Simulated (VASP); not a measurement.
# Si36N (a cell with a defect) in VASP: notebook, part 2 of 2

VASP 6.6.1. Earlier steps stand in the parts before.

### 4 Relaxation of the atoms, PBE (with an interstitial atom)

Input file INCAR:

```
  ALGO = Normal
  EDIFF = 1E-6
  EDIFFG = -0.025
  ENCUT = 520
  GGA = PE
  IBRION = 2
  ISIF = 2
  ISMEAR = 0
  LASPH = T
  LCHARG = F
  LREAL = Auto
  LUSENCCL = F
  LWAVE = F
  NELECT = 150.0
  NELM = 80
  NSW = 65
  PREC = Accurate
  SIGMA = 0.02
```

Input file KPOINTS:

```
Automatic mesh
0
Gamma
  2 2 2
  0.5 0.5 0.5
```

Input file POSCAR:

```
Si36N
1.0
   -5.7769209609      3.3353068718     -6.3650226989
    5.7769209608      3.3353068719     -6.3650226989
    0.0000000001     -6.6706137437     -6.3650226989
Si N
36 1
Direct
    0.4229141305      0.0953881533      0.4229334755
    0.7518546992      0.0950483500      0.0861024242
    0.0894880661      0.4266611064      0.4177860319
    0.7537536351      0.7621500084      0.4153385738
    0.4178642328      0.4267150635      0.0894341516
    0.0888580372      0.0931012703      0.7580827294
    0.7523676403      0.4243980259      0.7523431110
    0.1046973191      0.7836691392      0.1008251132
    0.4153365047      0.7622347527      0.7537164131
    0.0337978888      0.0461096389      0.3758118557
    0.3758286490      0.0461320813      0.0338080737
    0.6978100251      0.3719936518      0.3644853218
    0.3667000351      0.7070858131      0.3667384872
    0.0312334063      0.3658333236      0.0312422124
    0.7022626804      0.0357056092      0.6960954398
    0.3644941692      0.3720216792      0.6978163011
    0.6833156745      0.6973318647      0.0299915184
    0.0266740612      0.7008424157      0.6821744781
    0.2978979267      0.9722921178      0.2978926207
    0.6361630531      0.9639761527      0.9621601623
    0.9624509283      0.3055336814      0.2955381113
    0.6291756363      0.6359186355      0.2925921631
    0.2955743515      0.3055744508      0.9624448611
    0.9627033853      0.9648880997      0.6359263476
    0.6284250543      0.2996928868      0.6284363004
    0.9405607841      0.6248907382      0.9451178243
    0.2925894645      0.6359460551      0.6291718348
    0.9114287017      0.9253814770      0.2536889131
    0.2529511842      0.9218119304      0.9115451588
    0.5751816485      0.2466352326      0.2384504663
    0.2442198864      0.5811237282      0.2442097559
    0.9062488850      0.2436709968      0.9084380451
    0.5745480089      0.9116536738      0.5745544632
    0.2384269755      0.2466384638      0.5751867766
    0.5643481242      0.5767557133      0.9020444214
    0.9021055521      0.5766920522      0.5643115165
    0.9940481955      0.7619215786      0.9917128925
```

The run is started by

```bash
$ cat potpaw_PBE.64/Si/POTCAR potpaw_PBE.64/N/POTCAR > POTCAR
$ mpirun -np 1 vasp_std > vasp.out
```

Wall time 14 min (1 × NVIDIA H100 80GB with 1 thread of Intel Xeon Platinum 8481C at 2.70GHz (Sapphire Rapids), shared host); peak memory 1.6 GiB.

Results (log left out):

```yaml
Free_energy: -195.6426 eV
Energy_gained_by_relaxing: 4.0 meV/atom
Ionic_steps: 24
Largest_force_after_relaxing: 0.021 eV/Å
```

Forces in eV/Å, atoms in the order of the input:
```
Si  -0.003  0.007 -0.006
Si  -0.003  0.009  0.009
Si   0.013  0.002  0.001
Si  -0.002 -0.002  0.011
Si  -0.002  0.013  0.002
Si  -0.001 -0.008  0.001
Si  -0.008  0.002 -0.009
Si  -0.004  0.018  0.007
Si   0.003 -0.003  0.000
Si  -0.004  0.000  0.010
Si   0.002  0.004 -0.008
Si   0.009  0.015  0.001
Si   0.003  0.005  0.002
Si  -0.002  0.006 -0.003
Si  -0.009 -0.003 -0.008
Si   0.010  0.000  0.002
Si  -0.001  0.006 -0.008
Si   0.004  0.005  0.000
Si   0.006 -0.009 -0.005
Si  -0.001 -0.008  0.004
Si  -0.010 -0.005  0.005
Si   0.004 -0.002 -0.009
Si  -0.004 -0.001  0.006
Si  -0.008  0.004  0.001
Si   0.003 -0.013  0.016
Si   0.010 -0.003 -0.016
Si   0.003 -0.007  0.003
Si   0.004  0.000 -0.010
Si   0.001 -0.018  0.009
Si  -0.004 -0.005 -0.005
Si   0.006 -0.008  0.010
Si   0.001 -0.006 -0.008
Si  -0.011 -0.013  0.001
Si   0.006  0.003 -0.009
Si   0.002  0.006 -0.004
Si  -0.002 -0.006  0.004
N   -0.010  0.015  0.006
```

The path:
| step | energy change (eV) | largest force (eV/Å) | pressure (GPa) |
| --- | --- | --- | --- |
| 1 | 0.0000 | 1.4259 | 3.77 |
| 2 | -0.0230 | 2.8171 | 3.51 |
| 3 | -0.0766 | 1.2778 | 3.60 |
| 4 | -0.0794 | 1.4021 | 3.49 |
| 5 | -0.1144 | 0.5143 | 3.53 |
| 6 | -0.1288 | 0.1691 | 3.63 |
| 7 | -0.1289 | 0.2156 | 3.64 |
| 8 | -0.1351 | 0.2664 | 3.63 |
| 9 | -0.1360 | 0.4568 | 3.62 |
| 10 | -0.1391 | 0.1657 | 3.61 |
| 11 | -0.1399 | 0.1465 | 3.60 |
| 12 | -0.1411 | 0.1273 | 3.60 |
| 13 | -0.1437 | 0.0777 | 3.60 |
| 14 | -0.1447 | 0.1778 | 3.60 |
| 15 | -0.1450 | 0.1349 | 3.60 |
| 16 | -0.1463 | 0.1583 | 3.58 |
| 17 | -0.1464 | 0.2110 | 3.57 |
| 18 | -0.1473 | 0.0807 | 3.56 |
| 19 | -0.1476 | 0.0899 | 3.55 |
| 20 | -0.1479 | 0.0485 | 3.56 |
| 21 | -0.1481 | 0.0395 | 3.56 |
| 22 | -0.1483 | 0.0359 | 3.56 |
| 23 | -0.1485 | 0.0787 | 3.55 |
| 24 | -0.1486 | 0.0209 | 3.55 |

Final structure:
```xyz
37
Lattice="-5.7769 3.3353 -6.3650 5.7769 3.3353 -6.3650 0.0000 -6.6706 -6.3650" Properties=species:S:1:pos:R:3 pbc="T T T"
Si   -1.8939   -1.0951   -5.9918
Si   -3.8833    2.2288   -5.9899
Si    1.9463   -1.0568   -5.9376
Si    0.0600    2.3046  -12.2802
Si    0.0597    2.2153   -5.9392
Si   -0.0122   -4.4791   -5.9874
Si   -1.8796   -1.0838  -12.2760
Si    3.9584    2.2846   -6.3136
Si    2.0274   -1.1048  -12.2818
Si    0.0816   -2.2583   -2.9241
Si   -1.9150    1.2024   -2.9263
Si   -1.8777    1.1368   -9.1296
Si    1.9750    1.1364   -9.1727
Si    1.9479    1.1228   -2.7186
Si   -3.8442   -2.2192   -9.1398
Si    0.0471   -2.1950   -9.1305
Si    0.0744    4.4297   -8.9429
Si    3.8768   -2.1559   -8.9399
Si    3.9108    2.2600   -9.9768
Si    1.8744   -1.0960  -16.3482
Si   -3.7925    2.2634   -9.9481
Si    0.0511    2.2779   -9.9030
Si    0.0658   -4.4166   -9.9498
Si   -0.0131    2.1717  -16.3457
Si   -1.9037   -1.0988   -9.9037
Si   -1.8302   -1.0579  -15.9449
Si    2.0023   -1.1002   -9.9051
Si    0.0662    4.4222  -13.3235
Si    3.8658   -2.1557  -13.3284
Si   -1.9031    1.1551   -6.7419
Si    1.9643    1.1335   -6.8083
Si   -3.8196   -2.2043  -13.0860
Si    1.9385    1.1175  -13.1087
Si    0.0485   -2.2287   -6.7420
Si    0.0883   -2.2170  -12.9780
Si   -1.8757    1.1881  -12.9764
N    -1.3416   -0.7430  -17.4922
```

Levels at points of the mesh, in eV from the Fermi level:
```csv
k point,band 71,band 72,band 73,band 74,band 75,band 76,band 77,band 78,band 79,band 80
"(0.25, 0.25, 0.25)",-1.33,-1.05,-0.67,-0.50,-0.10,0.42,0.53,0.56,0.68,0.78
```

Caveat: the cell carries a net charge on a neutralising background, which shifts energy and pressure; the cell differs from its parent crystal (with an interstitial atom); the cell is charged against a uniform background, so pressure and absolute levels hang on convention.
